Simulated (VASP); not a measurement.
Input of a VASP 6.6.1 run:

The input INCAR:

```
SYSTEM = GaSb
PREC     = Accurate       ! precision mode
ENCUT    = 520            ! plane-wave cutoff, eV
EDIFF    = 1E-6           ! SCF threshold, eV
ISMEAR   = 0              ! smearing method
SIGMA    = 0.15           ! smearing width, eV
LREAL    = .False.        ! projectors in reciprocal space
LASPH    = .True.         ! aspherical terms in the spheres
NELM     = 100            ! most SCF steps
ALGO     = Normal         ! electronic algorithm
ISIF     = 2              ! what is computed and relaxed
LWAVE    = .False.        ! write WAVECAR
LCHARG   = .False.        ! write CHGCAR
GGA      = PE             ! functional
NBANDS   = 16             ! bands
```

File KPOINTS:

```
Automatic mesh
0
Gamma
  16 16 16
  0 0 0
```

Contents of POSCAR:

```
GaSb
1.0
   -2.7659365100      2.7659365100      1.6207000000
    2.7659365100     -2.7659365100      1.6207000000
    2.7659365100      2.7659365100     -1.6207000000
Ga Sb
1 1
Direct
    0.2500000000      0.7500000000      0.5000000000
    0.0000000000      0.0000000000      0.0000000000
```

Potentials or basis: VASP PAW PBE potentials, release 64 (Ga_d, Sb).

Command:

```console
$ cat potpaw_PBE.64/Ga_d/POTCAR potpaw_PBE.64/Sb/POTCAR > POTCAR
$ mpirun -np 1 vasp_std > vasp.out
```

Problem. Predict the band gap on the k mesh.

Solution. Zero (bands 9 and 10 overlap by 4.69 eV).

Problem. Estimate the pressure.

Solution. -1.1 GPa.

Stress tensor (GPa, compression positive):
```
-0.71  0.00  0.00
 0.00 -0.71  0.00
 0.00  0.00 -1.74
```

Caveat: spin-orbit coupling is left out, which moves the levels of the heavy elements.
